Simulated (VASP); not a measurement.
**Li: single point with r2SCAN**

Li:

```
Li
1.0
     2.75755    0.00000    0.00000
     0.00000    2.75755    0.00000
     0.00000    0.00000    2.75755
Li
1
Cartesian
  0.0000 0.0000 0.0000
```

This isn't the form of Li at room conditions, which is bcc.

| Property | Result |
| --- | --- |
| Program | VASP 6.6.1 |
| Task | single point |
| Functional | r2SCAN |
| Potentials or basis | VASP PAW PBE potentials, release 64 (Li_sv) |
| Cutoff | 830 eV |
| k mesh | 6 × 6 × 6 |
| Occupations | gaussian, width 0.1 eV |
| Spin | no spin polarisation |

- Pressure: 0.0 GPa
- Band gap on the k mesh: zero (an odd number of electrons rules out a gap without spin polarisation)

Levels at points of the mesh, in eV from the Fermi level:
| k point | band 1 | band 2 | band 3 | band 4 | band 5 | band 6 |
| --- | --- | --- | --- | --- | --- | --- |
| (0.00, 0.00, 0.00) | -48.56 | -3.85 | 12.83 | 12.83 | 12.83 | 14.77 |
| (0.50, 0.00, 0.00) | -48.55 | -0.87 | 2.03 | 16.14 | 16.14 | 18.99 |
| (0.50, 0.50, 0.00) | -48.53 | 3.31 | 3.31 | 5.75 | 8.82 | 18.96 |
| (0.50, 0.50, 0.50) | -48.51 | 7.15 | 7.15 | 7.15 | 10.39 | 10.39 |

Wall time 46 s on 1 thread of Intel Xeon 8259CL, with other jobs on the host, peak memory 0.15 GiB.

Caveat: the k points lie up to 0.38 Å⁻¹ apart, too coarse for converged energies and pressures of a metal; the PAW data sets were made with another functional, which shifts forces and pressure a little.
